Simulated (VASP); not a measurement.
Set up this calculation in VASP 6.6.1, as the native input.

* Task: single point
* Functional: r2SCAN
* Potentials or basis: VASP PAW PBE potentials, release 64 (Ir)
* Cutoff: 520 eV
* k mesh: 13 × 13 × 13
* Occupations: methfessel-paxton, width 0.15 eV
* Spin: no spin polarisation
* Dipole correction: no
* Further INCAR settings: ALGO = Normal; EDIFF = 1e-06; NBANDS = 10

The system is Ir.

```xyz
1
Lattice="0.0000 1.9408 1.9408 1.9408 0.0000 1.9408 1.9408 1.9408 0.0000" Properties=species:S:1:pos:R:3 pbc="T T T"
Ir    0.0000    0.0000    0.0000
```

One way to write it, as run:

POSCAR

```
Ir
1.0
    0.0000000000      1.9408081540      1.9408081540
    1.9408081540      0.0000000000      1.9408081540
    1.9408081540      1.9408081540      0.0000000000
Ir
1
Direct
    0.0000000000      0.0000000000      0.0000000000
```

INCAR.step1

```
SYSTEM = Ir
  PREC = Accurate
  ENCUT = 520
  ISMEAR = 1
  SIGMA = 0.15
  LREAL = .False.
  LASPH = .True.
  NELM = 100
  NBANDS = 10
  GGA = PE
  ALGO = Normal
  EDIFF = 1E-4
  LWAVE = .True.
  LCHARG = .False.
```

INCAR.step2

```
SYSTEM = Ir
  PREC = Accurate
  ENCUT = 520
  EDIFF = 1E-6
  ISMEAR = 1
  SIGMA = 0.15
  LREAL = .False.
  LASPH = .True.
  NELM = 100
  ALGO = Normal
  ISIF = 2
  LWAVE = .False.
  LCHARG = .True.
  METAGGA = R2SCAN
  LMIXTAU = .True.
  LELF = .True.
  LVHAR = .True.
  NBANDS = 10
  ISTART = 1
```

KPOINTS

```
regular mesh
0
Gamma
  13 13 13
  0 0 0
```

Potentials or basis: VASP PAW PBE potentials, release 64 (Ir).

Command:

```console
$ cat potpaw_PBE.64/Ir/POTCAR > POTCAR
$ cp INCAR.step1 INCAR
$ mpirun -np 1 vasp_std > vasp.out
$ cp INCAR.step2 INCAR
$ mpirun -np 1 vasp_std > vasp.out
```

It gave:

```json
{"Pressure": "-7.8 GPa"}
```

Caveat: the PAW data sets were made with another functional, which shifts forces and pressure a little.

It took 28 s on 1 thread of Intel Xeon 6975P-C (shared host), peak memory 0.14 GiB.
